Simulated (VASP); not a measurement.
A run of VASP 6.6.1 is set up as follows.

POSCAR

```
ZnGe3
1.0
    4.2641712933      0.0000000000      0.0000000000
    0.0000000000      4.2641712933      0.0000000000
    0.0000000000      0.0000000000      4.2641712933
Ge Zn
3 1
Direct
    0.5000000000      0.5000000000      0.0000000000
    0.5000000000      0.0000000000      0.5000000000
    0.0000000000      0.5000000000      0.5000000000
    0.0000000000      0.0000000000      0.0000000000
```

The input INCAR.step1:

```
  PREC = Accurate
  ENCUT = 520
  ISMEAR = 0
  SIGMA = 0.02
  LREAL = False
  LASPH = True
  NELM = 100
  NBANDS = 35
  GGA = PE
  ALGO = Normal
  EDIFF = 1E-4
  LWAVE = True
  LCHARG = False
```

INCAR.step2

```
  PREC = Accurate
  ENCUT = 520
  EDIFF = 1E-7
  ISMEAR = 0
  SIGMA = 0.02
  LREAL = False
  LASPH = True
  NELM = 100
  ALGO = Normal
  ISIF = 2
  LWAVE = False
  LCHARG = False
  METAGGA = R2SCAN
  LMIXTAU = True
  NBANDS = 35
  ISTART = 1
```

KPOINTS

```
Automatic mesh
0
Gamma
  8 8 8
```

Potentials or basis: VASP PAW PBE potentials, release 64 (Ge_d, Zn).

Command:

```console
$ cat potpaw_PBE.64/Ge_d/POTCAR potpaw_PBE.64/Zn/POTCAR > POTCAR
$ cp INCAR.step1 INCAR
$ mpirun -np 1 vasp_std > vasp.out
$ cp INCAR.step2 INCAR
$ mpirun -np 1 vasp_std > vasp.out
```

(1) Predict the pressure.

(2) Estimate the band gap on the k mesh.

Answers

(1) -4.5 GPa.

(2) zero (bands 27 and 28 overlap by 4.27 eV).

Caveat: the cell stands under tension; the PAW data sets were made with another functional, which shifts forces and pressure a little.
